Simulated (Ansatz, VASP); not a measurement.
**One calculation of ZnS, two programs**

Contents of INCAR:

```
PREC = Accurate
ENCUT = 600
EDIFF = 1E-7
ISMEAR = 0
SIGMA = 0.02
LREAL = False
LASPH = True
NELM = 80
ALGO = Normal
ISIF = 3
LWAVE = False
LCHARG = False
GGA = PE
IBRION = 2
NSW = 100
EDIFFG = -0.002
```

KPOINTS

```
Automatic mesh
0
Gamma
  8 8 8
```

File POSCAR:

```
ZnS
1.0
    0.0000000000      2.6936828800      2.6936828800
    2.6936828800      0.0000000000      2.6936828800
    2.6936828800      2.6936828800      0.0000000000
Zn S
1 1
Direct
    0.0000000000      0.0000000000      0.0000000000
    0.7500000000      0.7500000000      0.7500000000
```

Input for Ansatz:

```yaml
crystal:
  lattice:
    - [0.0, 2.69368288, 2.69368288]
    - [2.69368288, 0.0, 2.69368288]
    - [2.69368288, 2.69368288, 0.0]
  atoms:
    - { symbol: Zn, position: [0.0, 0.0, 0.0] }
    - { symbol: S, position: [0.75, 0.75, 0.75] }
basis:
  ecutwfc: 420
kpoints:
  mp_grid: { grid: [8, 8, 8] }
hamiltonian:
  xc: pbe
  pseudopotentials: { kind: paw, azcp: { folder: soft_1 } }
scf:
  occupations: { method: gaussian, width: 0.02 }
output:
  forces: true
  stress: true
  eigenvalues: true
relax:
  adjacent_minimum: "off"
  f_tol: 0.002
  max_steps: 80
  cell: { stress_tol: 0.02 }
```

Alike in both runs: task relaxation of cell and atoms; functional PBE; k mesh 8 × 8 × 8; occupations gaussian, width 0.02 eV; no spin polarisation.

|  | VASP | Ansatz |
| --- | --- | --- |
| version | VASP 6.6.1 | Ansatz 0.2.0 |
| potentials or method | VASP PAW PBE potentials, release 64 (Zn, S), cutoff 600 eV | scalar-relativistic, plane waves, PAW |
| valence electrons in the cell | 18 | 18 |

VASP gave:

| Quantity | Value |
| --- | --- |
| gap on the k mesh at the Fermi level, each at its own relaxed structure (eV) | 2.01 |
| relaxed volume (Å³/atom) | 20.20 |
| relaxed cell length with the largest relative difference (Å) | 3.852 |

Question: Which values does Ansatz return?

Answer: gap on the k mesh at the Fermi level, each at its own relaxed structure (eV): 2.01; relaxed volume (Å³/atom): 20.16; relaxed cell length with the largest relative difference (Å): 3.849.
